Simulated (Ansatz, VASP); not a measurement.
**Two plane-wave programs on KCl**

The input POSCAR:

```
KCl
1.0
    0.0000000000      3.5072828304      3.5072828304
    3.5072828304      0.0000000000      3.5072828304
    3.5072828304      3.5072828304      0.0000000000
K Cl
1 1
Direct
    0.0000000000      0.0000000000      0.0000000000
    0.2500000000      0.2500000000      0.2500000000
```

Contents of INCAR.step1:

```
SYSTEM = KCl
PREC = Accurate
ENCUT = 520
ISMEAR = 1
SIGMA = 0.05
LREAL = .False.
LASPH = .True.
NELM = 100
NBANDS = 15
GGA = PE
ALGO = Normal
EDIFF = 1E-4
LWAVE = .True.
LCHARG = .False.
```

INCAR.step2

```
SYSTEM = KCl
PREC = Accurate
ENCUT = 520
EDIFF = 1E-7
ISMEAR = 1
SIGMA = 0.05
LREAL = .False.
LASPH = .True.
NELM = 100
ALGO = Normal
ISIF = 2
LWAVE = .False.
LCHARG = .False.
METAGGA = R2SCAN
LMIXTAU = .True.
NBANDS = 15
ISTART = 1
```

File KPOINTS:

```
regular mesh
0
Gamma
  4 4 4
  0 0 0
```

Input for Ansatz:

```yaml
crystal:
  lattice:
    - [0.0, 3.5072828304, 3.5072828304]
    - [3.5072828304, 0.0, 3.5072828304]
    - [3.5072828304, 3.5072828304, 0.0]
  atoms:
    - { symbol: K, position: [0.0, 0.0, 0.0] }
    - { symbol: Cl, position: [0.25, 0.25, 0.25] }
kpoints:
  mp_grid: { grid: [4, 4, 4] }
hamiltonian:
  xc: r2scan
scf:
  occupations: { method: methfessel_paxton, width: 0.05 }
  n_extra_bands: 4
output:
  forces: true
  stress: true
  eigenvalues: true
```

Alike in both runs: task single point; functional r2SCAN; k mesh 4 × 4 × 4; occupations methfessel-paxton of order 1, width 0.05 eV; no spin polarisation.

```csv
,VASP,Ansatz
version,VASP 6.6.1,Ansatz 0.2.0
potentials or method,"VASP PAW PBE potentials, release 64 (K_sv, Cl)",plane waves
plane-wave cutoff (eV),520,500
valence electrons in the cell,16,16
```

|  | VASP | Ansatz | Ansatz less VASP |
| --- | --- | --- | --- |
| gap on the k mesh at the Fermi level (eV) | 5.35 | 5.35 | -0.002 |
| pressure (GPa) | 0.0 | 0.0 | +0.03 |

VASP's potentials were made for PBE, not for r2SCAN.
